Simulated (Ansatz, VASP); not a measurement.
Two plane-wave programs on BiTe

INCAR

```
ALGO = Normal
EDIFF = 1E-6
EDIFFG = -0.03
ENCUT = 520
GGA = PE
IBRION = 2
ISIF = 2
ISMEAR = 0
LASPH = T
LCHARG = F
LREAL = F
LWAVE = F
NELM = 100
NSW = 60
PREC = Accurate
SIGMA = 0.05
```

The input KPOINTS:

```
k-points
0
Gamma
  1 1 1
```

Contents of POSCAR:

```
BiTe
1.0
   11.8000000000      0.0000000000      0.0000000000
    0.0000000000     12.1000000000      0.0000000000
    0.0000000000      0.0000000000     12.4000000000
Bi Te
4 4
Direct
    0.3704055979      0.3716454455      0.3689257487
    0.3539982387      0.6376528975      0.6225411738
    0.6413114320      0.3729288318      0.6209101994
    0.6337006697      0.6302626671      0.3661020490
    0.6338474046      0.3709921779      0.3754183409
    0.6375290516      0.6193757166      0.6441750189
    0.3708963416      0.3686162618      0.6241585326
    0.3682922817      0.6327910055      0.3574889450
```

Input for Ansatz:

```yaml
crystal:
  lattice:
    - [11.8, 0.0, 0.0]
    - [0.0, 12.1, 0.0]
    - [0.0, 0.0, 12.4]
  atoms:
    - { symbol: Bi, position: [0.3704055979, 0.3716454455, 0.3689257487] }
    - { symbol: Te, position: [0.6338474046, 0.3709921779, 0.3754183409] }
    - { symbol: Bi, position: [0.3539982387, 0.6376528975, 0.6225411738] }
    - { symbol: Te, position: [0.6375290516, 0.6193757166, 0.6441750189] }
    - { symbol: Bi, position: [0.641311432, 0.3729288318, 0.6209101994] }
    - { symbol: Te, position: [0.3708963416, 0.3686162618, 0.6241585326] }
    - { symbol: Bi, position: [0.6337006697, 0.6302626671, 0.366102049] }
    - { symbol: Te, position: [0.3682922817, 0.6327910055, 0.357488945] }
basis:
  ecutwfc: 420
kpoints:
  mp_grid: { grid: [1, 1, 1] }
hamiltonian:
  xc: pbe
scf:
  occupations: { method: gaussian, width: 0.05 }
output:
  forces: true
  eigenvalues: true
  populations: true
  write_density: true
  write_potential: true
  elf: true
  volumetric_format: npy
relax:
  adjacent_minimum: "off"
  f_tol: 0.03
  max_steps: 40
```

Alike in both runs: task relaxation of the atoms; functional PBE; k mesh 1 × 1 × 1; occupations gaussian, width 0.05 eV; no spin polarisation.

|  | VASP | Ansatz |
| --- | --- | --- |
| version | VASP 6.6.1 | Ansatz 0.2.0 |
| potentials or method | VASP PAW PBE potentials, release 64 (Bi_d, Te), cutoff 520 eV | scalar-relativistic, plane waves, PAW |
| valence electrons in the cell | 84 | 124 |

```tsv
	VASP	Ansatz	Ansatz less VASP
gap on the k mesh at the Fermi level, each at its own relaxed structure (eV)	0.84	0.84	+0.003
```

VASP's potentials hold 84 valence electrons a cell and Ansatz's 124, so a difference there can come from the potentials and not from the codes. Ansatz's warnings: xc potential rough in thin density.

Spin-orbit coupling is off throughout.
